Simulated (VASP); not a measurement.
# HfS2 (m.B) in VASP: single point with PBEsol+D3(BJ)

Aim: the single point of HfS2 (m.B) with PBEsol+D3(BJ).

Program: VASP 6.6.1. These are calculated values, not measurements. Logs are shortened: lines on timing, memory, paths and dates and some standing lists are left out, and cuts for length are marked.

### Step 1. The cell of the first run

The cell holds a sheet with vacuum, 3 atoms: a = 3.570 Å, b = 3.570 Å, c = 29.560 Å, α = 90.00°, β = 90.00°, γ = 120.00°.

### Step 2. Single point, PBEsol+D3(BJ)

File INCAR:

```
ALGO = Normal ; DIPOL = 0.5 0.5 0.286
EDIFF = 1E-6 ; ENCUT = 400
GGA = PS ; GGA_COMPAT = F
IDIPOL = 3 ; ISIF = 2
ISMEAR = 0 ; IVDW = 12
LASPH = T ; LCHARG = T
LDIPOL = T ; LELF = T
LREAL = F ; LVACPOTAV = T
LVHAR = T ; LWAVE = F
NBANDS = 18 ; NELM = 120
NELMDL = -8 ; PREC = Accurate
SIGMA = 0.03
```

File KPOINTS:

```
k-points
0
Gamma
  12 12 1
```

File POSCAR:

```
HfS2
1.0
    3.5697202343      0.0000000000      0.0000000000
   -1.7848601172      3.0914684073      0.0000000000
    0.0000000000      0.0000000000     29.5600000019
S Hf
2 1
Direct
    0.3333333333      0.6666666667      0.2362834022
    0.6666666667      0.3333333333      0.3347585464
    0.0000000000      0.0000000000      0.2855209743
```

Potentials or basis: VASP PAW PBE potentials, release 64 (S, Hf_pv).

Launch:

```bash
cat potpaw_PBE.64/S/POTCAR potpaw_PBE.64/Hf_pv/POTCAR > POTCAR
mpirun -np 1 vasp_std > vasp.out
```

OUTCAR:

```text
EDIFF = 1E-6
   ENCUT = 400
   GGA = PS
   ISIF = 2
   ISMEAR = 0
   IVDW = 12
   LASPH = T
   LREAL = F
   NELM = 120
   NELMDL = -8
   PREC = Accurate
 IVDW          = 12

 ion  position               nearest neighbor table
   1  0.333  0.667  0.236-   3 2.52   3 2.52   3 2.52
   2  0.667  0.333  0.335-   3 2.52   3 2.52   3 2.52
   3  0.000  0.000  0.286-   1 2.52   2 2.52   1 2.52   2 2.52   1 2.52   2 2.52

  LATTYP: Found a hexagonal cell.
 ALAT       =     3.5697202343
 C/A-ratio  =     8.2807609733

  Lattice vectors:

 A1 = (   3.5697202343,   0.0000000000,   0.0000000000)
 A2 = (  -1.7848601172,   3.0914684073,   0.0000000000)
 A3 = (   0.0000000000,   0.0000000000,  29.5600000019)

Analysis of symmetry for initial positions (statically):
=====================================================================
 Subroutine PRICEL returns:
 Original cell was already a primitive cell.

 Routine SETGRP: Setting up the symmetry group for a
 hexagonal supercell.

 Subroutine GETGRP returns: Found 12 space group operations
 (whereof  6 operations were pure point group operations)
 out of a pool of 24 trial point group operations.

The static configuration has the point symmetry C_3v.
 The point group associated with its full space group is D_3d.

Analysis of symmetry for dynamics (positions and initial velocities):
=====================================================================
 Subroutine PRICEL returns:
 Original cell was already a primitive cell.

 Routine SETGRP: Setting up the symmetry group for a
 hexagonal supercell.

 Subroutine GETGRP returns: Found 12 space group operations
 (whereof  6 operations were pure point group operations)
 out of a pool of 24 trial point group operations.

The dynamic configuration has the point symmetry C_3v.
 The point group associated with its full space group is D_3d.

 Subroutine INISYM returns: Found 12 space group operations
 (whereof  6 operations are pure point group operations),
 and found     1 'primitive' translations

----------------------------------------------------------------------------------------

                                     Primitive cell

  volume of cell :     326.2146

  direct lattice vectors                    reciprocal lattice vectors
     3.569720234  0.000000000  0.000000000     0.280133998  0.161735439  0.000000000
    -1.784860117  3.091468407  0.000000000     0.000000000  0.323470878  0.000000000
     0.000000000  0.000000000 29.560000002     0.000000000  0.000000000  0.033829499

  length of vectors
[... 85 lines left out ...]
   ISYM   =      2    0-nonsym 1-usesym 2-fastsym
   POTIM  = 0.5000    time-step for ionic-motion
   TEBEG  =    0.0;   TEEND  =   0.0 temperature during run
   PSTRESS=    0.0 pullay stress
   NELECT =      22.0000    total number of electrons
   NUPDOWN=      -1.0000    fix difference up-down
   EMIN   =  10.00;   EMAX   =-10.00  energy-range for DOS
   EFERMI =   0.00;   METHOD = LEGACY
   ISMEAR =     0;   SIGMA  =   0.03  broadening in eV -4-tet -1-fermi 0-gaus
   EFERMI_NEDOS =   21; number of points for ismear=-14 and -15
   IALGO  =     38    algorithm
   IMIX   =      4    mixing-type and parameters
     AMIX     =   0.40;   BMIX     =  1.00
     AMIX_MAG =   1.60;   BMIX_MAG =  1.00
  volume/ion in A,a.u.               =     108.74       733.80
  Fermi-wavevector in a.u.,A,eV,Ry     =   0.666369  1.259254  6.041629  0.444047
  Thomas-Fermi vector in A             =   1.740649
   LORBIT       =      0    0 simple, 1 ext, 2 COOP (PROOUT), +10 PAW based schemes
   GGA     = PS    functional components
   LHFCALC =     F    Hartree Fock is set to
   AEXX    =    0.0000 exact exchange contribution
   IVDW    =    12    specifies the selected vdW correction
   LEPSILON=     F    determine dielectric tensor
   LRPA    =     F    only Hartree local field effects (RPA)
 non-spin polarized calculation
 Gauss-broadening in eV      SIGMA  =   0.03
  energy-cutoff  :      400.00
  volume of cell :      326.21
 maximum number of plane-waves:      5966
 NGX is ok and might be reduce to    24
   NGX = 11   NGY = 11   NGZ = 97

 dipolmoment           0.000000      0.000000      0.000000 electrons x Angstroem

 number of electron      21.9999998 magnetization

 dipolmoment           0.000000      0.000000     -0.000000 electrons x Angstroem

 Free energy of the ion-electron system (eV)
  ---------------------------------------------------
  ext. energy  EPLUGINS =         0.00000000
  ---------------------------------------------------
  free energy    TOTEN  =       -24.02693288 eV

  energy without entropy =      -24.02693288  energy(sigma->0) =      -24.02693288

 E-fermi :  -4.1128     XC(G=0):  -2.3032

 val. band max:       -4.3133495324   @ k =   0.0000   0.0000   0.0000
 cond. band min:      -3.2847051805   @ k =   0.5000  -0.0000   0.0000
 fundamental gap:      1.0286443519
 Fermi energy:        -4.1128349743

 k-point     1 :       0.0000    0.0000    0.0000
  band No.  band energies     occupation
      1     -34.8742      2.00000
      2     -34.7479      2.00000
      3     -34.7479      2.00000
      4     -17.3707      2.00000
      5     -15.9024      2.00000
      6      -8.6787      2.00000
[... 376 lines left out ...]
      5     -15.7841      2.00000
      6      -8.2380      2.00000
[... 10 lines left out ...]
     17       3.6538      0.00000
     18       4.8259      0.00000

------------------------ aborting loop because EDIFF is reached ----------------------------------------

 Edisp (eV)   -0.57124

 E8    (eV) :    -0.3905

  FORCE on cell =-STRESS in cart. coord.  units (eV):
  Direction    XX          YY          ZZ          XY          YZ          ZX
  --------------------------------------------------------------------------------------
  -------------------------------------------------------------------------------------
  Total      -0.19842    -0.19842    -0.17211     0.00000     0.00000     0.00000
  in kB      -0.97453    -0.97453    -0.84531     0.00000     0.00000     0.00000
  external pressure =       -0.93 kB  Pullay stress =        0.00 kB

 VOLUME and BASIS-vectors are now :
 -----------------------------------------------------------------------------
  energy-cutoff  :      400.00
  volume of cell :      326.21
      direct lattice vectors                 reciprocal lattice vectors
     3.569720234  0.000000000  0.000000000     0.280133998  0.161735439  0.000000000
    -1.784860117  3.091468407  0.000000000     0.000000000  0.323470878  0.000000000
     0.000000000  0.000000000 29.560000002     0.000000000  0.000000000  0.033829499

 POSITION                                       TOTAL-FORCE (eV/Angst)
 -----------------------------------------------------------------------------------
     -0.00000      2.06098      6.98454         0.000000      0.000000      0.050479
      1.78486      1.03049      9.89546        -0.000000      0.000000     -0.050479
      0.00000      0.00000      8.44000        -0.000000     -0.000000      0.000000
 -----------------------------------------------------------------------------------
    total drift:                                0.000000     -0.000000      0.000022

  FREE ENERGIE OF THE ION-ELECTRON SYSTEM (eV)
  ---------------------------------------------------
  free  energy   TOTEN  =       -24.5981765777 eV

  energy  without entropy=      -24.5981765777  energy(sigma->0) =      -24.59817658

 vacuum level on the upper side and lower side of the slab         1.928         1.928
```

It took 3.3 min on 1 thread of AMD EPYC 7R13, shared host; peak memory 0.31 GiB.

What came out:

```
Free energy                : -24.5982 eV
Largest force              : 0.050 eV/Å
Band gap on the k mesh     : 1.03 eV, indirect (least direct gap 1.98 eV)
Dispersion energy per atom : -0.190 eV
```

Forces in eV/Å, atoms in the order of the input:
```
S    0.000  0.000  0.050
S    0.000  0.000 -0.050
Hf   0.000  0.000  0.000
```

Caveat: the PAW data sets were made with another functional, which shifts forces and pressure a little; spin-orbit coupling is left out, which moves the levels of the heavy elements.
